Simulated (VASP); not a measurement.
Wanted: the native input for a VASP 6.6.1 run.

```
Task                   : single point
Functional             : PBE
Potentials or basis    : VASP PAW PBE potentials, release 64 (Sn_d, O)
Cutoff                 : 520 eV
k mesh                 : 10 × 10 × 10
Occupations            : fermi-dirac, width 0.0612256 eV
Spin                   : no spin polarisation
Dipole correction      : no
Further INCAR settings : ALGO = Normal; EDIFF = 1e-07; NBANDS = 71
```

The structure of Sn2O5 (cubic X2O5 type) lies in POSCAR:

```
Sn2O5
1.0
    5.4254220002      0.0000000000      0.0000000000
    0.0000000000      5.4254220002      0.0000000000
    0.0000000000      0.0000000000      5.4254220002
Sn O
4 10
Direct
    0.0000000000      0.0000000000      0.0000000000
    0.5000000000      0.5000000000      0.0000000000
    0.5000000000      0.0000000000      0.5000000000
    0.0000000000      0.5000000000      0.5000000000
    0.5000000000      0.0000000000      0.0000000000
    0.0000000000      0.5000000000      0.0000000000
    0.0000000000      0.0000000000      0.5000000000
    0.5000000000      0.5000000000      0.5000000000
    0.7500000000      0.7500000000      0.2500000000
    0.7500000000      0.2500000000      0.7500000000
    0.2500000000      0.7500000000      0.7500000000
    0.7500000000      0.2500000000      0.2500000000
    0.2500000000      0.7500000000      0.2500000000
    0.2500000000      0.2500000000      0.7500000000
```

The input as run:

INCAR

```
SYSTEM = Sn2O5
ALGO = Normal
EDIFF = 1E-7
ENCUT = 520
GGA = PE
ISIF = 2
ISMEAR = -1
LASPH = .True.
LCHARG = .False.
LREAL = .False.
LWAVE = .False.
NBANDS = 71
NELM = 100
PREC = Accurate
SIGMA = 0.06122561905347299
```

KPOINTS

```
k-points
0
Gamma
  10 10 10
  0 0 0
```

Potentials or basis: VASP PAW PBE potentials, release 64 (Sn_d, O).

The run is started by

```console
$ cat potpaw_PBE.64/Sn_d/POTCAR potpaw_PBE.64/O/POTCAR > POTCAR
$ mpirun -np 1 vasp_std > vasp.out
```

Results of the run:

| Quantity | Value |
| --- | --- |
| Pressure | -5.0 GPa |
| Band gap on the k mesh | zero (bands 58 and 59 overlap by 0.25 eV) |

Caveat: the cell stands under tension; semilocal functionals underestimate gaps, so a narrow gap can read as zero; spin-orbit coupling is left out, which moves the levels of the heavy elements.

Wall time 12 min on 1 thread of Oxide Virtual Turin-like Processor (shared host), peak memory 0.49 GiB.
